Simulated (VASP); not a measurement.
A run of VASP 6.6.1 is set up as follows.

Contents of INCAR:

```
ALGO = Normal ; EDIFF = 1E-6
ENCUT = 520 ; GGA = PE
ISIF = 2 ; ISMEAR = 0
LASPH = True ; LCHARG = False
LREAL = False ; LWAVE = False
NBANDS = 38 ; NELM = 60
PREC = Accurate ; SIGMA = 0.05
```

The input KPOINTS:

```
k-points
0
Gamma
  1 1 12
```

The input POSCAR:

```
Ti
1.0
   11.3000000000      0.0000000000      0.0000000000
    0.0000000000     12.6000000000      0.0000000000
    0.0000000000      0.0000000000      4.6039800672
Ti
5
Direct
    0.6018579661      0.6291867272      0.0000000000
    0.3981420339      0.6291867272      0.5000000000
    0.3981420339      0.3708132728      0.5000000000
    0.3981420339      0.5000000000      0.0000000000
    0.6018579661      0.5000000000      0.5000000000
```

Potentials or basis: VASP PAW PBE potentials, release 64 (Ti_sv).

Launch:

```console
$ cat potpaw_PBE.64/Ti_sv/POTCAR > POTCAR
$ mpirun -np 1 vasp_std > vasp.out
```

**Question.** What does it give for the band gap on the k mesh?

**Answer.** Zero (bands 30 and 31 overlap by 0.06 eV).

**Question.** Estimate the largest force.

**Answer.** 2.294 eV/Å.

Forces in eV/Å, atoms in the order of the input:
```
Ti  -1.369 -0.094  0.000
Ti   1.522 -1.716  0.000
Ti   0.395  1.895  0.000
Ti   1.513 -0.013  0.000
Ti  -2.061 -0.071  0.000
```
